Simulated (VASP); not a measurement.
# Sn (Pm-3m) in VASP: a series of runs

Sn is run at these levels: r2SCAN; tasks: single point.

Everything below comes from runs of VASP 6.6.1. Logs are shortened: lines on timing, memory, paths and dates and some standing lists are left out, and cuts for length are marked.

### 1 The cell of the first run

It takes space group Pm-3m (No. 221, cubic). The conventional cell has a = 3.092 Å, b = 3.092 Å, c = 3.092 Å, α = 90.00°, β = 90.00°, γ = 90.00°. Within 4.1 Å of Sn (site symmetry m-3m) lie 6 Sn at 3.09 Å.

### 2 Single point, r2SCAN (volume scaled by 1.04)

POSCAR reads:

```
Sn
1.0
    3.0920921909      0.0000000000      0.0000000000
    0.0000000000      3.0920921909      0.0000000000
    0.0000000000      0.0000000000      3.0920921909
Sn
1
Direct
    0.0000000000      0.0000000000      0.0000000000
```

INCAR.step1 reads:

```
PREC = Accurate
ENCUT = 520
ISMEAR = -1
SIGMA = 0.1
LREAL = F
LASPH = T
NELM = 60
NBANDS = 13
GGA = PE
ALGO = Normal
EDIFF = 1E-4
LWAVE = T
LCHARG = F
```

INCAR.step2 reads:

```
PREC = Accurate
ENCUT = 520
EDIFF = 1E-6
ISMEAR = -1
SIGMA = 0.1
LREAL = F
LASPH = T
NELM = 60
ALGO = Normal
ISIF = 2
LWAVE = F
LCHARG = F
METAGGA = R2SCAN
LMIXTAU = T
NBANDS = 13
ISTART = 1
```

KPOINTS reads:

```
Automatic mesh
0
Gamma
  12 12 12
```

Potentials or basis: VASP PAW PBE potentials, release 64 (Sn_d).

On the command line:

```sh
cat potpaw_PBE.64/Sn_d/POTCAR > POTCAR
cp INCAR.step1 INCAR
mpirun -np 1 vasp_std > vasp.out
cp INCAR.step2 INCAR
mpirun -np 1 vasp_std > vasp.out
```

OUTCAR:

```text
PREC = Accurate
   ENCUT = 520
   EDIFF = 1E-6
   ISMEAR = -1
   LREAL = F
   LASPH = T
   NELM = 60
   ISIF = 2
   METAGGA = R2SCAN
   ISTART = 1

 ion  position               nearest neighbor table
   1  0.000  0.000  0.000-

  LATTYP: Found a simple cubic cell.
 ALAT       =     3.0920921909

  Lattice vectors:

 A1 = (   3.0920921909,   0.0000000000,   0.0000000000)
 A2 = (   0.0000000000,   3.0920921909,   0.0000000000)
 A3 = (   0.0000000000,   0.0000000000,   3.0920921909)

Analysis of symmetry for initial positions (statically):
=====================================================================
 Subroutine PRICEL returns:
 Original cell was already a primitive cell.

 Routine SETGRP: Setting up the symmetry group for a
 simple cubic supercell.

 Subroutine GETGRP returns: Found 48 space group operations
 (whereof 48 operations were pure point group operations)
 out of a pool of 48 trial point group operations.

The static configuration has the point symmetry O_h .

Analysis of symmetry for dynamics (positions and initial velocities):
=====================================================================
 Subroutine PRICEL returns:
 Original cell was already a primitive cell.

 Routine SETGRP: Setting up the symmetry group for a
 simple cubic supercell.

 Subroutine GETGRP returns: Found 48 space group operations
 (whereof 48 operations were pure point group operations)
 out of a pool of 48 trial point group operations.

The dynamic configuration has the point symmetry O_h .

 Subroutine INISYM returns: Found 48 space group operations
 (whereof 48 operations are pure point group operations),
 and found     1 'primitive' translations

----------------------------------------------------------------------------------------

                                     Primitive cell

  volume of cell :      29.5636

  direct lattice vectors                    reciprocal lattice vectors
     3.092092191  0.000000000  0.000000000     0.323405623  0.000000000  0.000000000
     0.000000000  3.092092191  0.000000000     0.000000000  0.323405623  0.000000000
     0.000000000  0.000000000  3.092092191     0.000000000  0.000000000  0.323405623

  length of vectors
     3.092092191  3.092092191  3.092092191     0.323405623  0.323405623  0.323405623

  position of ions in fractional coordinates (direct lattice)
     0.000000000  0.000000000  0.000000000

  ion indices of the primitive-cell ions
   primitive index   ion index
                 1           1
[... 73 lines left out ...]
   LREAL  =      F    real-space projection
   EDIFFG = 0.1E-04   stopping-criterion for IOM
   NSW    =      0    number of steps for IOM
   IBRION =     -1    ionic relax: 0-MD 1-quasi-New 2-CG
   NFREE  =      0    steps in history (QN), initial steepest desc. (CG)
   ISIF   =      2    stress and relaxation
   ISYM   =      2    0-nonsym 1-usesym 2-fastsym
   POTIM  = 0.5000    time-step for ionic-motion
   TEBEG  =    0.0;   TEEND  =   0.0 temperature during run
   PSTRESS=    0.0 pullay stress
   NELECT =      14.0000    total number of electrons
   NUPDOWN=      -1.0000    fix difference up-down
   EMIN   =  10.00;   EMAX   =-10.00  energy-range for DOS
   EFERMI =   0.00;   METHOD = LEGACY
   ISMEAR =    -1;   SIGMA  =   0.10  broadening in eV -4-tet -1-fermi 0-gaus
   EFERMI_NEDOS =   21; number of points for ismear=-14 and -15
   IALGO  =     38    algorithm
   IMIX   =      4    mixing-type and parameters
     AMIX     =   0.40;   BMIX     =  1.00
     AMIX_MAG =   1.60;   BMIX_MAG =  1.00
  volume/ion in A,a.u.               =      29.56       199.51
  Fermi-wavevector in a.u.,A,eV,Ry     =   1.276042  2.411370 22.154149  1.628284
  Thomas-Fermi vector in A             =   2.408721
   LORBIT       =      0    0 simple, 1 ext, 2 COOP (PROOUT), +10 PAW based schemes
   METAGGA = R2SCAN    functional components
   LHFCALC =     F    Hartree Fock is set to
   AEXX    =    0.0000 exact exchange contribution
   IVDW    =     0    specifies the selected vdW correction
   LEPSILON=     F    determine dielectric tensor
   LRPA    =     F    only Hartree local field effects (RPA)
 non-spin polarized calculation
  energy-cutoff  :      520.00
  volume of cell :       29.56
 maximum number of plane-waves:       840
 NGX is ok and might be reduce to    24
   NGX = 11   NGY = 11   NGZ = 11

 number of electron      13.9999991 magnetization

 Free energy of the ion-electron system (eV)
  ---------------------------------------------------
  ext. energy  EPLUGINS =         0.00000000
  ---------------------------------------------------
  free energy    TOTEN  =       -24.59558404 eV

  energy without entropy =      -24.57129935  energy(sigma->0) =      -24.58344169

 E-fermi :   6.8463     XC(G=0): -10.6440

 val. band max:        6.6650509407   @ k =   0.3333   0.3333   0.0833
 cond. band min:       6.8478658103   @ k =   0.4167   0.3333   0.0000
 fundamental gap:      0.1828148696
 Fermi energy:         6.8462816583

 k-point     1 :       0.0000    0.0000    0.0000
  band No.  band energies     occupation
      1     -15.4546      2.00000
      2     -15.4546      2.00000
      3     -15.0619      2.00000
      4     -15.0619      2.00000
      5     -15.0619      2.00000
      6      -4.2781      2.00000
      7      12.3465      0.00000
      8      12.3465      0.00000
      9      12.3465      0.00000
     10      15.7250      0.00000
     11      15.7250      0.00000
     12      17.5912      0.00000
     13      27.6771      0.00000
[... 354 lines left out ...]
  band No.  band energies     occupation
      1     -15.3144      2.00000
      2     -15.2581      2.00000
      3     -15.1477      2.00000
      4     -15.1278      2.00000
      5     -15.0275      2.00000
      6       0.1358      2.00000
      7       4.4221      2.00000
      8       6.8479      0.99208
      9      12.2345      0.00000
     10      16.5359      0.00000
     11      19.9780      0.00000
     12      21.9220      0.00000
     13      22.6694      0.00000

 [... further k-points ...]
[... 5 lines left out ...]
  --------------------------------------------------------------------------------------
  -------------------------------------------------------------------------------------
  Total       -0.3042783     -0.3042783     -0.3042783      0.0000000      0.0000000     -0.0000000
  in kB      -16.4901387    -16.4901387    -16.4901387      0.0000000      0.0000000     -0.0000000
  external PRESSURE =     -16.4901387 kB  Pullay stress =       0.0000000 kB

 VOLUME and BASIS-vectors are now :
 -----------------------------------------------------------------------------
  energy-cutoff  :      520.00
  volume of cell :       29.56
      direct lattice vectors                 reciprocal lattice vectors
     3.092092191  0.000000000  0.000000000     0.323405623  0.000000000  0.000000000
     0.000000000  3.092092191  0.000000000     0.000000000  0.323405623  0.000000000
     0.000000000  0.000000000  3.092092191     0.000000000  0.000000000  0.323405623

 POSITION                                       TOTAL-FORCE (eV/Angst)
 -----------------------------------------------------------------------------------
      0.00000      0.00000      0.00000         0.000000      0.000000      0.000000
 -----------------------------------------------------------------------------------
    total drift:                                0.000000      0.000000     -0.000000

  FREE ENERGIE OF THE ION-ELECTRON SYSTEM (eV)
  ---------------------------------------------------
  free  energy   TOTEN  =       -24.5955840425 eV

  energy  without entropy=      -24.5712993452  energy(sigma->0) =      -24.58344169
```

OSZICAR.step1:

```text
N       E                     dE             d eps       ncg     rms          rms(c)
DAV:   1     0.788551676927E+02    0.78855E+02   -0.71941E+03  2263   0.154E+03
DAV:   2     0.179959204212E+01   -0.77056E+02   -0.74582E+02  2289   0.326E+02
DAV:   3    -0.365209162577E+01   -0.54517E+01   -0.54324E+01  2617   0.728E+01
DAV:   4    -0.377101491827E+01   -0.11892E+00   -0.11890E+00  2530   0.116E+01
DAV:   5    -0.377535578047E+01   -0.43409E-02   -0.43407E-02  2839   0.212E+00    0.153E+00
DAV:   6    -0.377028630673E+01    0.50695E-02   -0.10404E-02  2720   0.177E+00    0.866E-01
DAV:   7    -0.377006532874E+01    0.22098E-03   -0.73905E-03  2684   0.147E+00    0.114E-01
DAV:   8    -0.377013817258E+01   -0.72844E-04   -0.98430E-04  2679   0.503E-01
   1 F= -.37701382E+01 E0= -.37577084E+01  d E =-.248596E-01
```

It took 44 s on 1 thread of AMD EPYC 9R45 (Zen 5), shared host; peak memory 0.13 GiB.

What came out:

```
Free energy            : -24.5956 eV
Pressure               : -1.6 GPa
Band gap on the k mesh : zero (band 7 reaches 12.35 eV, above the bottom of band 8 at 4.54 eV)
```

Caveat: the PAW data sets were made with another functional, which shifts forces and pressure a little; spin-orbit coupling is left out, which moves the levels of the heavy elements.

### 3 Single point, r2SCAN (volume scaled by 1.08)

POSCAR reads:

```
Sn
1.0
    3.1312367539      0.0000000000      0.0000000000
    0.0000000000      3.1312367539      0.0000000000
    0.0000000000      0.0000000000      3.1312367539
Sn
1
Direct
    0.0000000000      0.0000000000      0.0000000000
```

INCAR.step1 reads:

```
ALGO = Normal
EDIFF = 1E-4
ENCUT = 520
GGA = PE
ISMEAR = -1
LASPH = T
LCHARG = F
LREAL = F
LWAVE = T
NBANDS = 13
NELM = 100
PREC = Accurate
SIGMA = 0.1
```

INCAR.step2 reads:

```
ALGO = Normal
EDIFF = 1E-7
ENCUT = 520
ISIF = 2
ISMEAR = -1
ISTART = 1
LASPH = T
LCHARG = F
LMIXTAU = T
LREAL = F
LWAVE = F
METAGGA = R2SCAN
NBANDS = 13
NELM = 100
PREC = Accurate
SIGMA = 0.1
```

KPOINTS reads:

```
k-points
0
Gamma
  12 12 12
```

Potentials or basis: VASP PAW PBE potentials, release 64 (Sn_d).

On the command line:

```sh
cat potpaw_PBE.64/Sn_d/POTCAR > POTCAR
cp INCAR.step1 INCAR
mpirun -np 1 vasp_std > vasp.out
cp INCAR.step2 INCAR
mpirun -np 1 vasp_std > vasp.out
```

It took 48 s on 1 thread of AMD EPYC 9R45 (Zen 5), shared host; peak memory 0.13 GiB.

It converged, with:

```yaml
Free_energy: -24.5789 eV
Pressure: -3.2 GPa
Band_gap_on_the_k_mesh: zero (band 7 reaches 11.77 eV, above the bottom of band 8 at 4.23 eV)
```

Levels at points of the mesh, in eV from the Fermi level:
| k point | band 3 | band 4 | band 5 | band 6 | band 7 | band 8 | band 9 | band 10 | band 11 | band 12 |
| --- | --- | --- | --- | --- | --- | --- | --- | --- | --- | --- |
| (0.00, 0.00, 0.00) | -21.90 | -21.90 | -21.90 | -10.86 | 5.35 | 5.35 | 5.35 | 8.74 | 8.74 | 10.44 |
| (0.50, 0.00, 0.00) | -21.99 | -21.97 | -21.89 | -7.91 | -4.50 | 7.84 | 7.84 | 11.42 | 12.12 | 12.63 |
| (0.50, 0.50, 0.00) | -21.98 | -21.98 | -21.79 | -4.74 | -2.19 | -2.19 | 3.26 | 10.54 | 14.74 | 14.74 |
| (0.50, 0.50, 0.50) | -22.09 | -21.78 | -21.78 | -1.04 | 0.05 | 0.05 | 0.05 | 6.14 | 6.14 | 6.14 |

Caveat: the PAW data sets were made with another functional, which shifts forces and pressure a little; spin-orbit coupling is left out, which moves the levels of the heavy elements.

### 4 Single point, r2SCAN (volume scaled by 1.12)

POSCAR reads:

```
Sn
1.0
    3.1694263317      0.0000000000      0.0000000000
    0.0000000000      3.1694263317      0.0000000000
    0.0000000000      0.0000000000      3.1694263317
Sn
1
Direct
    0.0000000000      0.0000000000      0.0000000000
```

INCAR.step1 reads:

```
  PREC = Accurate
  ENCUT = 520
  ISMEAR = -1
  SIGMA = 0.1
  LREAL = F
  LASPH = T
  NELM = 80
  NBANDS = 13
  GGA = PE
  ALGO = Normal
  EDIFF = 1E-4
  LWAVE = T
  LCHARG = F
```

INCAR.step2 reads:

```
  PREC = Accurate
  ENCUT = 520
  EDIFF = 1E-6
  ISMEAR = -1
  SIGMA = 0.1
  LREAL = F
  LASPH = T
  NELM = 80
  ALGO = Normal
  ISIF = 2
  LWAVE = F
  LCHARG = T
  METAGGA = R2SCAN
  LMIXTAU = T
  LELF = T
  LVHAR = T
  NBANDS = 13
  ISTART = 1
```

KPOINTS reads:

```
Automatic mesh
0
Gamma
  12 12 12
```

On the command line:

```sh
cat potpaw_PBE.64/Sn_d/POTCAR > POTCAR
cp INCAR.step1 INCAR
mpirun -np 1 vasp_std > vasp.out
cp INCAR.step2 INCAR
mpirun -np 1 vasp_std > vasp.out
```

It took 45 s on 1 thread of AMD EPYC 9R45 (Zen 5), shared host; peak memory 0.13 GiB.

It converged, with:

```yaml
Free_energy: -24.5525 eV
Pressure: -4.4 GPa
Band_gap_on_the_k_mesh: zero (band 7 reaches 11.23 eV, above the bottom of band 8 at 3.94 eV)
```

Levels at points of the mesh, in eV from the Fermi level:
```csv
k point,band 3,band 4,band 5,band 6,band 7,band 8,band 9,band 10,band 11,band 12
"(0.00, 0.00, 0.00)",-21.89,-21.89,-21.89,-10.62,5.21,5.21,5.21,8.61,8.61,10.14
"(0.50, 0.00, 0.00)",-21.97,-21.96,-21.89,-7.81,-4.31,7.57,7.57,11.19,11.96,12.57
"(0.50, 0.50, 0.00)",-21.97,-21.97,-21.80,-4.81,-2.09,-2.09,3.32,10.09,14.58,14.58
"(0.50, 0.50, 0.50)",-22.07,-21.79,-21.79,-1.33,0.06,0.06,0.06,6.12,6.12,6.12
```

Caveat: the PAW data sets were made with another functional, which shifts forces and pressure a little; spin-orbit coupling is left out, which moves the levels of the heavy elements.

### 5 The runs side by side

| cell | gap on the mesh (eV) | pressure (GPa) |
| --- | --- | --- |
| a = 3.092 Å, 1 atom | none | -1.6 |
| a = 3.131 Å, 1 atom | none | -3.2 |
| a = 3.169 Å, 1 atom | none | -4.4 |

Alike in all rows: task single point; level r2SCAN; potentials or basis VASP PAW PBE potentials, release 64 (Sn_d); no spin polarisation; k mesh 12 × 12 × 12; cutoff (eV) 520; smearing fermi-dirac 0.1 eV.

Caveats: the PAW data sets were made with another functional, which shifts forces and pressure a little; spin-orbit coupling is left out, which moves the levels of the heavy elements.

Total energies depend on the potentials used, so only differences within one code and one set of settings carry meaning.
